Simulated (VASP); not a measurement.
A run of VASP 6.6.1 is set up as follows.

POSCAR

```
Na
1.0
   -2.0850055420      2.0850055420      2.0850055420
    2.0850055420     -2.0850055420      2.0850055420
    2.0850055420      2.0850055420     -2.0850055420
Na
1
Direct
    0.0000000000      0.0000000000      0.0000000000
```

File INCAR.step1:

```
SYSTEM = Na
PREC = Accurate ; ENCUT = 520
ISMEAR = -1 ; SIGMA = 0.1
LREAL = .False. ; LASPH = .True.
NELM = 100 ; NBANDS = 10
GGA = PE ; ALGO = Normal
EDIFF = 1E-4 ; LWAVE = .True.
LCHARG = .False.
```

Contents of INCAR.step2:

```
SYSTEM = Na
PREC = Accurate ; ENCUT = 520
EDIFF = 1E-7 ; ISMEAR = -1
SIGMA = 0.1 ; LREAL = .False.
LASPH = .True. ; NELM = 100
ALGO = Normal ; ISIF = 2
LWAVE = .False. ; LCHARG = .False.
METAGGA = R2SCAN ; LMIXTAU = .True.
NBANDS = 10 ; ISTART = 1
```

Contents of KPOINTS:

```
regular mesh
0
Gamma
  12 12 12
  0 0 0
```

Potentials or basis: VASP PAW PBE potentials, release 64 (Na_pv).

Launch:

```console
$ cat potpaw_PBE.64/Na_pv/POTCAR > POTCAR
$ cp INCAR.step1 INCAR
$ mpirun -np 1 vasp_std > vasp.out
$ cp INCAR.step2 INCAR
$ mpirun -np 1 vasp_std > vasp.out
```

(1) Predict the pressure.

(2) What does it give for the band gap on the k mesh?

## Answers

(1) 0.4 GPa.

(2) zero (an odd number of electrons rules out a gap without spin polarisation).

Caveat: the PAW data sets were made with another functional, which shifts forces and pressure a little.
